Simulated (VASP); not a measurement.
# Mg in VASP: notebook, part 2 of 2

VASP 6.6.1. Earlier steps stand in the parts before.

## Step 4: Single point, LDA

INCAR

```
SYSTEM = Mg
ALGO = Normal ; DIPOL = 0.5 0.5 0.500
EDIFF = 1E-6 ; EFIELD = -0.2
ENCUT = 520 ; GGA = CA
IDIPOL = 3 ; ISIF = 2
ISMEAR = -1 ; LASPH = .TRUE.
LCHARG = .FALSE. ; LDIPOL = .TRUE.
LREAL = .FALSE. ; LWAVE = .FALSE.
NBANDS = 15 ; NELM = 60
PREC = Accurate ; SIGMA = 0.05
```

KPOINTS

```
k-points
0
G
  4 7 1
  0 0 0
```

POSCAR

```
Mg
1.0
    4.1761726497      0.0000000000      0.0000000000
    0.0000000000      2.5573730174      0.0000000000
    0.0000000000      0.0000000000     22.0277860087
Mg
6
Direct
    0.0000000000      0.0000000000      0.3631776701
    0.5000000000      0.6666666667      0.4179066021
    0.0000000000      0.3333333333      0.4726355340
    0.5000000000      0.0000000000      0.5273644660
    0.0000000000      0.6666666667      0.5820933979
    0.5000000000      0.3333333333      0.6368223299
```

Potentials or basis: VASP PAW LDA potentials, release 64 (Mg).

Command:

```bash
$ cat potpaw_LDA.64/Mg/POTCAR > POTCAR
$ mpirun -np 1 vasp_std > vasp.out
```

OUTCAR:

```text
SYSTEM = Mg
   EDIFF = 1E-6
   ENCUT = 520
   GGA = CA
   ISIF = 2
   ISMEAR = -1
   LASPH = .TRUE.
   LREAL = .FALSE.
   NELM = 60
   PREC = Accurate

 ion  position               nearest neighbor table
   1  0.000  0.000  0.363-   3 2.56   2 2.56   2 2.56   3 2.95   2 2.95   2 2.95
   2  0.500  0.667  0.418-   3 2.56   3 2.56   4 2.56   1 2.56   1 2.56   3 2.95   3 2.95   4 2.95
                             1 2.95   1 2.95
   3  0.000  0.333  0.473-   2 2.56   2 2.56   1 2.56   5 2.56   4 2.56   4 2.56   2 2.95   2 2.95
                             5 2.95   1 2.95   4 2.95   4 2.95
   4  0.500  0.000  0.527-   5 2.56   5 2.56   6 2.56   2 2.56   3 2.56   3 2.56   5 2.95   5 2.95
                             6 2.95   2 2.95   3 2.95   3 2.95
   5  0.000  0.667  0.582-   4 2.56   4 2.56   3 2.56   6 2.56   6 2.56   3 2.95   4 2.95   4 2.95
                             6 2.95   6 2.95
   6  0.500  0.333  0.637-   4 2.56   5 2.56   5 2.56   4 2.95   5 2.95   5 2.95

  LATTYP: Found a simple orthorhombic cell.
 ALAT       =     2.5573730174
 B/A-ratio  =     1.6329931618
 C/A-ratio  =     8.6134427238

  Lattice vectors:

 A1 = (   0.0000000000,  -2.5573730174,   0.0000000000)
 A2 = (   4.1761726497,   0.0000000000,   0.0000000000)
 A3 = (   0.0000000000,   0.0000000000,  22.0277860087)

Analysis of symmetry for initial positions (statically):
=====================================================================
 Subroutine PRICEL returns:
 Original cell was already a primitive cell.

 Routine SETGRP: Setting up the symmetry group for a
 simple orthorhombic supercell.

 Subroutine GETGRP returns: Found  4 space group operations
 (whereof  2 operations were pure point group operations)
 out of a pool of  8 trial point group operations.

The static configuration has the point symmetry C_1h.
 The point group associated with its full space group is C_2h.

Analysis of symmetry for dynamics (positions and initial velocities):
=====================================================================
 An external electric field (EFIELD) may reduce the allowed symmetry operations
 Subroutine PRICEL returns:
 Original cell was already a primitive cell.

 Routine SETGRP: Setting up the symmetry group for a
 simple orthorhombic supercell.

 Subroutine GETGRP returns: Found  2 space group operations
 (whereof  2 operations were pure point group operations)
 out of a pool of  8 trial point group operations.

The dynamic configuration has the point symmetry C_1h.

 Subroutine INISYM returns: Found  2 space group operations
 (whereof  2 operations are pure point group operations),
 and found     1 'primitive' translations

----------------------------------------------------------------------------------------

                                     Primitive cell

  volume of cell :     235.2574

  direct lattice vectors                    reciprocal lattice vectors
     4.176172650  0.000000000  0.000000000     0.239453702  0.000000000  0.000000000
     0.000000000  2.557373017  0.000000000     0.000000000  0.391026257  0.000000000
     0.000000000  0.000000000 22.027786009     0.000000000  0.000000000  0.045397209

  length of vectors
     4.176172650  2.557373017 22.027786009     0.239453702  0.391026257  0.045397209

  position of ions in fractional coordinates (direct lattice)
     0.000000000  0.000000000  0.363177670
     0.500000000  0.666666667  0.417906602
     0.000000000  0.333333333  0.472635534
     0.500000000  0.000000000  0.527364466
     0.000000000  0.666666667  0.582093398
     0.500000000  0.333333333  0.636822330

  ion indices of the primitive-cell ions
   primitive index   ion index
                 1           1
[... 64 lines left out ...]
   EDIFF  = 0.1E-05   stopping-criterion for ELM
   LREAL  =      F    real-space projection
   EDIFFG = 0.1E-04   stopping-criterion for IOM
   NSW    =      0    number of steps for IOM
   IBRION =     -1    ionic relax: 0-MD 1-quasi-New 2-CG
   NFREE  =      0    steps in history (QN), initial steepest desc. (CG)
   ISIF   =      2    stress and relaxation
   ISYM   =      2    0-nonsym 1-usesym 2-fastsym
   POTIM  = 0.5000    time-step for ionic-motion
   TEBEG  =    0.0;   TEEND  =   0.0 temperature during run
   PSTRESS=    0.0 pullay stress
   NELECT =      12.0000    total number of electrons
   NUPDOWN=      -1.0000    fix difference up-down
   EMIN   =  10.00;   EMAX   =-10.00  energy-range for DOS
   EFERMI =   0.00;   METHOD = LEGACY
   ISMEAR =    -1;   SIGMA  =   0.05  broadening in eV -4-tet -1-fermi 0-gaus
   EFERMI_NEDOS =   21; number of points for ismear=-14 and -15
   IALGO  =     38    algorithm
   IMIX   =      4    mixing-type and parameters
     AMIX     =   0.40;   BMIX     =  1.00
     AMIX_MAG =   1.60;   BMIX_MAG =  1.00
  volume/ion in A,a.u.               =      39.21       264.60
  Fermi-wavevector in a.u.,A,eV,Ry     =   0.607138  1.147325  5.015334  0.368617
  Thomas-Fermi vector in A             =   1.661490
   LORBIT       =      0    0 simple, 1 ext, 2 COOP (PROOUT), +10 PAW based schemes
   GGA     = CA    functional components
   LHFCALC =     F    Hartree Fock is set to
   AEXX    =    0.0000 exact exchange contribution
   IVDW    =     0    specifies the selected vdW correction
   LEPSILON=     F    determine dielectric tensor
   LRPA    =     F    only Hartree local field effects (RPA)
 non-spin polarized calculation
  energy-cutoff  :      520.00
  volume of cell :      235.26
 maximum number of plane-waves:      6352
 NGX is ok and might be reduce to    32
   NGX = 15   NGY =  9   NGZ = 81

 dipolmoment           0.000000      0.000000      0.022276 electrons x Angstroem

 number of electron      12.0000000 magnetization

 dipolmoment           0.000000      0.000000     -0.113729 electrons x Angstroem

 Free energy of the ion-electron system (eV)
  ---------------------------------------------------
  ext. energy  EPLUGINS =         0.00000000
  ---------------------------------------------------
  free energy    TOTEN  =        -4.59234594 eV

  energy without entropy =       -4.56321784  energy(sigma->0) =       -4.57778189

 E-fermi :  -0.5124     XC(G=0):  -4.6314

 val. band max:       -0.5218832663   @ k =   0.0000   0.2857   0.0000
 cond. band min:      -0.4922229234   @ k =   0.2500   0.1429   0.0000
 fundamental gap:      0.0296603429
 Fermi energy:        -0.5123531599

 k-point     1 :       0.0000    0.0000    0.0000
  band No.  band energies     occupation
      1      -9.4623      2.00000
      2      -7.7900      2.00000
      3      -5.4116      2.00000
      4      -2.9463      2.00000
      5      -2.0522      2.00000
      6      -0.8113      1.99495
      7      -0.6382      1.85064
      8      -0.5769      1.56832
      9       1.2509      0.00000
     10       1.5002      0.00000
     11       1.7046      0.00000
     12       2.7328      0.00000
     13       3.5873      0.00000
     14       3.8469      0.00000
[... 185 lines left out ...]
      2      -3.4774      2.00000
      3      -2.0090      2.00000
      4      -2.0076      2.00000
      5      -0.6572      1.89544
      6      -0.6562      1.89342
      7       0.5829      0.00000
      8       0.5846      0.00000
      9       1.3854      0.00000
     10       1.3901      0.00000
     11       2.9088      0.00000
     12       2.9342      0.00000
     13       3.7179      0.00000
     14       3.7211      0.00000
     15       5.7790      0.00000

------------------------ aborting loop because EDIFF is reached ----------------------------------------

 vacuum level on the upper side and lower side of the slab       (xc-potential included)         1.131        -1.333

  FORCE on cell =-STRESS in cart. coord.  units (eV):
  Direction    XX          YY          ZZ          XY          YZ          ZX
  --------------------------------------------------------------------------------------
  -------------------------------------------------------------------------------------
  Total       21.1473268     25.4226667     19.1244692      0.0000000     -0.4852191      0.0000000
  in kB      144.0199601    173.1363727    130.2436628      0.0000000     -3.3044950      0.0000000
  external PRESSURE =     149.1333319 kB  Pullay stress =       0.0000000 kB

 VOLUME and BASIS-vectors are now :
 -----------------------------------------------------------------------------
  energy-cutoff  :      520.00
  volume of cell :      235.26
      direct lattice vectors                 reciprocal lattice vectors
     4.176172650  0.000000000  0.000000000     0.239453702  0.000000000  0.000000000
     0.000000000  2.557373017  0.000000000     0.000000000  0.391026257  0.000000000
     0.000000000  0.000000000 22.027786009     0.000000000  0.000000000  0.045397209

 POSITION                                       TOTAL-FORCE (eV/Angst)
 -----------------------------------------------------------------------------------
      0.00000      0.00000      8.00000         0.000000      0.330249     -2.416848
      2.08809      1.70492      9.20556         0.000000     -0.412572     -1.285900
      0.00000      0.85246     10.41111         0.000000     -0.011056      0.054912
      2.08809      0.00000     11.61667         0.000000      0.010597     -0.052337
      0.00000      1.70492     12.82223         0.000000      0.412428      1.283107
      2.08809      0.85246     14.02779         0.000000     -0.329646      2.417065
 -----------------------------------------------------------------------------------
    total drift:                               -0.000000      0.000004     -0.000056

  FREE ENERGIE OF THE ION-ELECTRON SYSTEM (eV)
  ---------------------------------------------------
  free  energy   TOTEN  =        -4.5923459401 eV

  energy  without entropy=       -4.5632178425  energy(sigma->0) =       -4.57778189

 vacuum level on the upper side and lower side of the slab         4.589         2.204
```

Wall time 2.4 min (1 thread of Intel Xeon 8259CL, shared host); peak memory 0.25 GiB.

What came out:

| Item | Value |
| --- | --- |
| Free energy | -4.5923 eV |
| Largest force | 2.439 eV/Å |
| Band gap on the k mesh | zero (bands 6 and 7 overlap by 2.00 eV) |

Forces on the atoms (eV/Å):
```
Mg   0.000  0.330 -2.417
Mg   0.000 -0.413 -1.286
Mg   0.000 -0.011  0.055
Mg   0.000  0.011 -0.052
Mg   0.000  0.412  1.283
Mg   0.000 -0.330  2.417
```

Levels at points of the mesh, in eV from the Fermi level:
| k point | band 4 | band 5 | band 6 | band 7 | band 8 | band 9 |
| --- | --- | --- | --- | --- | --- | --- |
| (0.00, 0.00, 0.00) | -2.43 | -1.54 | -0.30 | -0.13 | -0.06 | 1.76 |
| (0.50, 0.00, 0.00) | -5.22 | -2.77 | -2.77 | -0.54 | -0.52 | 2.10 |

Caveat: the k points lie up to 0.38 Å⁻¹ apart, too coarse for converged energies and pressures of a metal.

## Step 5: Single point, LDA

INCAR

```
SYSTEM = Mg
PREC     = Accurate       ! precision mode
ENCUT    = 520            ! plane-wave cutoff, eV
EDIFF    = 1E-6           ! SCF threshold, eV
ISMEAR   = -1             ! smearing method
SIGMA    = 0.05           ! smearing width, eV
LREAL    = .False.        ! projectors in reciprocal space
LASPH    = .True.         ! aspherical terms in the spheres
NELM     = 100            ! most SCF steps
ALGO     = Normal         ! electronic algorithm
ISIF     = 2              ! what is computed and relaxed
LWAVE    = .False.        ! write WAVECAR
LCHARG   = .False.        ! write CHGCAR
LDIPOL   = .True.       
IDIPOL   = 3            
DIPOL    = 0.5 0.5 0.500
GGA      = CA             ! functional
NBANDS   = 15             ! bands
EFIELD   = -0.3
```

KPOINTS

```
regular mesh
0
Gamma
  4 7 1
  0 0 0
```

POSCAR is that of step 4.

Potentials or basis: VASP PAW LDA potentials, release 64 (Mg).

Command:

```bash
$ cat potpaw_LDA.64/Mg/POTCAR > POTCAR
$ mpirun -np 1 vasp_std > vasp.out
```

OUTCAR:

```text
SYSTEM = Mg
   PREC = Accurate
   ENCUT = 520
   EDIFF = 1E-6
   ISMEAR = -1
   LREAL = .False.
   LASPH = .True.
   NELM = 100
   ISIF = 2
   GGA = CA

 ion  position               nearest neighbor table
   1  0.000  0.000  0.363-   3 2.56   2 2.56   2 2.56   3 2.95   2 2.95   2 2.95
   2  0.500  0.667  0.418-   3 2.56   3 2.56   4 2.56   1 2.56   1 2.56   3 2.95   3 2.95   4 2.95
                             1 2.95   1 2.95
   3  0.000  0.333  0.473-   2 2.56   2 2.56   1 2.56   5 2.56   4 2.56   4 2.56   2 2.95   2 2.95
                             5 2.95   1 2.95   4 2.95   4 2.95
   4  0.500  0.000  0.527-   5 2.56   5 2.56   6 2.56   2 2.56   3 2.56   3 2.56   5 2.95   5 2.95
                             6 2.95   2 2.95   3 2.95   3 2.95
   5  0.000  0.667  0.582-   4 2.56   4 2.56   3 2.56   6 2.56   6 2.56   3 2.95   4 2.95   4 2.95
                             6 2.95   6 2.95
   6  0.500  0.333  0.637-   4 2.56   5 2.56   5 2.56   4 2.95   5 2.95   5 2.95

  LATTYP: Found a simple orthorhombic cell.
 ALAT       =     2.5573730174
 B/A-ratio  =     1.6329931618
 C/A-ratio  =     8.6134427238

  Lattice vectors:

 A1 = (   0.0000000000,  -2.5573730174,   0.0000000000)
[... 393 lines left out ...]
      9       1.3790      0.00000
     10       1.3862      0.00000
     11       2.8975      0.00000
     12       2.9356      0.00000
     13       3.7121      0.00000
     14       3.7169      0.00000
     15       5.7704      0.00000

------------------------ aborting loop because EDIFF is reached ----------------------------------------

 vacuum level on the upper side and lower side of the slab       (xc-potential included)         1.718        -1.953

  FORCE on cell =-STRESS in cart. coord.  units (eV):
  Direction    XX          YY          ZZ          XY          YZ          ZX
  --------------------------------------------------------------------------------------
  -------------------------------------------------------------------------------------
  Total       21.1539018     25.4318264     19.1100377      0.0000000     -0.4851683      0.0000000
  in kB      144.0647380    173.1987531    130.1453794      0.0000000     -3.3041493      0.0000000
  external PRESSURE =     149.1362902 kB  Pullay stress =       0.0000000 kB

 VOLUME and BASIS-vectors are now :
 -----------------------------------------------------------------------------
  energy-cutoff  :      520.00
  volume of cell :      235.26
      direct lattice vectors                 reciprocal lattice vectors
     4.176172650  0.000000000  0.000000000     0.239453702  0.000000000  0.000000000
     0.000000000  2.557373017  0.000000000     0.000000000  0.391026257  0.000000000
     0.000000000  0.000000000 22.027786009     0.000000000  0.000000000  0.045397209

 POSITION                                       TOTAL-FORCE (eV/Angst)
 -----------------------------------------------------------------------------------
      0.00000      0.00000      8.00000         0.000000      0.330400     -2.418267
      2.08809      1.70492      9.20556         0.000000     -0.412625     -1.286179
      0.00000      0.85246     10.41111         0.000000     -0.011168      0.055233
      2.08809      0.00000     11.61667         0.000000      0.010473     -0.051389
      0.00000      1.70492     12.82223         0.000000      0.412426      1.282066
      2.08809      0.85246     14.02779         0.000000     -0.329506      2.418535
 -----------------------------------------------------------------------------------
    total drift:                               -0.000000      0.000004     -0.000051

  FREE ENERGIE OF THE ION-ELECTRON SYSTEM (eV)
  ---------------------------------------------------
  free  energy   TOTEN  =        -4.6065607932 eV

  energy  without entropy=       -4.5773202824  energy(sigma->0) =       -4.59194054

 vacuum level on the upper side and lower side of the slab         5.186         1.581
```

OSZICAR:

```text
N       E                     dE             d eps       ncg     rms          rms(c)
DAV:   1     0.343748818359E+02    0.34375E+02   -0.35178E+03   360   0.536E+02
DAV:   2    -0.468033783675E+01   -0.39055E+02   -0.35174E+02   516   0.887E+01
DAV:   3    -0.668242808041E+01   -0.20021E+01   -0.19577E+01   465   0.197E+01
[... 15 lines left out ...]
DAV:  19    -0.460654975427E+01   -0.22093E-04   -0.28019E-06   429   0.453E-03    0.447E-04
DAV:  20    -0.460655627190E+01   -0.65176E-05   -0.56220E-07   410   0.242E-03    0.267E-04
DAV:  21    -0.460655916214E+01   -0.28902E-05   -0.11098E-07   375   0.103E-03    0.142E-04
DAV:  22    -0.460656039783E+01   -0.12357E-05   -0.47485E-08   430   0.549E-04    0.115E-04
DAV:  23    -0.460656079319E+01   -0.39536E-06   -0.15300E-08   369   0.296E-04
   1 F= -.46065608E+01 E0= -.45919405E+01  d E =-.292405E-01
```

It took 2.2 min on 1 thread of Intel Xeon 8259CL, shared host; peak memory 0.25 GiB.

Results:

| Item | Value |
| --- | --- |
| Free energy | -4.6066 eV |
| Largest force | 2.441 eV/Å |
| Band gap on the k mesh | zero (bands 6 and 7 overlap by 2.01 eV) |

Forces on the atoms (eV/Å):
```
Mg   0.000  0.330 -2.418
Mg   0.000 -0.413 -1.286
Mg   0.000 -0.011  0.055
Mg   0.000  0.010 -0.051
Mg   0.000  0.412  1.282
Mg   0.000 -0.330  2.419
```

Caveat: the k points lie up to 0.38 Å⁻¹ apart, too coarse for converged energies and pressures of a metal.

## Step 6: The runs side by side

```tsv
electric field (eV/Å)	gap on the mesh (eV)	largest force (eV/Å)
-	none	2.44
-0.1 eV/Å	none	2.44
-0.2 eV/Å	none	2.44
-0.3 eV/Å	none	2.44
```

Alike in all rows: task single point; level LDA; potentials or basis VASP PAW LDA potentials, release 64 (Mg); no spin polarisation; cell as given; k mesh 4 × 7 × 1; cutoff (eV) 520; smearing fermi-dirac 0.05 eV.

Caveats: all runs use coarse meshes.

Total energies depend on the potentials used, so only differences within one code and one set of settings carry meaning.

The gap in the log of VASP goes by the Fermi energy; the results here count the filled bands.